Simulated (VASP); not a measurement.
The system is MnS.

```
Mn S
1.0
     0.00000    5.22450    5.22450
     2.61225    0.00000    2.61225
     2.61225    2.61225    0.00000
Mn S
2 2
Direct
  0.00000 0.00000 0.00000
  0.50000 0.00000 0.00000
  0.25000 0.50000 0.50000
  0.75000 0.50000 0.50000
```

Base run:

- Program: VASP 6.6.1
- Functional: PBE
- Potentials or basis: VASP PAW PBE potentials, release 64 (Mn_pv, S)
- Cutoff: 520 eV
- k mesh: 3 × 6 × 6
- Occupations: fermi-dirac, width 0.05 eV
- Spin: collinear spin, antiferromagnetic start
- Starting moments: [4.5, -4.5, 0.0, 0.0] μB

Its results: pressure -3.7 GPa; net moment 0.00 μB per cell; site moments Mn +4.21, -4.21; S +0.00 μB.

Question: The run is repeated on the same cell with these changes: spin from collinear spin, antiferromagnetic start to collinear spin, ferromagnetic start; moments at the start from [4.5, -4.5, 0.0, 0.0] to [4.5, 4.5, 0.0, 0.0]. What comes out?

Answer: Pressure -4.1 GPa; net moment 9.35 μB per cell; site moments Mn +4.24; S +0.10 μB.
